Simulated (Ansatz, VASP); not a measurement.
**ReBi2: VASP beside Ansatz**

```
Re Bi
1.0
     5.55524    0.00000    0.00000
     0.00000    5.55524    0.00000
     0.00000    0.00000    5.55524
Re Bi
2 4
Cartesian
  0.0000 0.0000 0.0000
  2.7776 2.7776 2.7776
  1.3888 1.3888 1.3888
  1.3888 4.1664 4.1664
  4.1664 4.1664 1.3888
  4.1664 1.3888 4.1664
```

Alike in both runs: task single point; functional PBE; k mesh 4 × 4 × 4; occupations gaussian, width 0.1 eV; no spin polarisation.

|  | VASP | Ansatz |
| --- | --- | --- |
| version | VASP 6.6.1 | Ansatz 0.2.0 |
| potentials or method | VASP PAW PBE potentials, release 64 (Re, Bi_d), cutoff 520 eV | scalar-relativistic, plane waves, PAW |
| valence electrons in the cell | 74 | 90 |

Ansatz gave:

```
gap on the k mesh at the Fermi level (eV) : none
pressure (GPa)                            : 23.5
```

Q: What did VASP give for the same quantities?

A: gap on the k mesh at the Fermi level (eV): none; pressure (GPa): 23.7.

A gap of «none» marks a metal or a gap that the smearing closes. With one functional, cell and mesh, what is left measures potentials, basis and numerics. VASP's potentials hold 74 valence electrons a cell and Ansatz's 90, so a difference there can come from the potentials and not from the codes.

Neither program's run includes spin-orbit coupling.
